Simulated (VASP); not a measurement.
Write the native input for VASP 6.6.1 that does the following.

```
Task                   : single point
Functional             : PBE
Potentials or basis    : VASP PAW PBE potentials, release 64 (Sc_sv, Si)
Cutoff                 : 500 eV
k mesh                 : 6 × 6 × 6
Occupations            : gaussian, width 0.1 eV
Spin                   : no spin polarisation
Dipole correction      : no
Further INCAR settings : ALGO = Normal; EDIFF = 1e-06; NBANDS = 16
```

The structure of ScSi2 lies in POSCAR:

```
ScSi2
1.0
   -1.8963536826      1.8963536826      3.7937010344
    1.8963536826     -1.8963536826      3.7937010344
    1.8963536826      1.8963536826     -3.7937010344
Sc Si
1 2
Direct
    0.0000000000      0.0000000000      0.0000000000
    0.6492455262      0.6492455262      0.0000000000
    0.3507544738      0.3507544738      0.0000000000
```

One way to write it, as run:

INCAR

```
SYSTEM = ScSi2
PREC = Accurate
ENCUT = 500
EDIFF = 1E-6
ISMEAR = 0
SIGMA = 0.1
LREAL = .FALSE.
LASPH = .TRUE.
NELM = 120
ALGO = Normal
ISIF = 2
LWAVE = .FALSE.
LCHARG = .FALSE.
GGA = PE
NBANDS = 16
GGA_COMPAT = .FALSE.
```

KPOINTS

```
regular mesh
0
G
  6 6 6
  0 0 0
```

Potentials or basis: VASP PAW PBE potentials, release 64 (Sc_sv, Si).

The run is started by

```sh
$ cat potpaw_PBE.64/Sc_sv/POTCAR potpaw_PBE.64/Si/POTCAR > POTCAR
$ mpirun -np 1 vasp_std > vasp.out
```

Results of the run:

```yaml
Pressure: 0.1 GPa
Largest_force: 0.009 eV/Å
```

Caveat: the k points lie up to 0.39 Å⁻¹ apart.

Run time: 66 s on 1 thread of AMD EPYC 7R13 (shared host), peak memory 0.18 GiB.
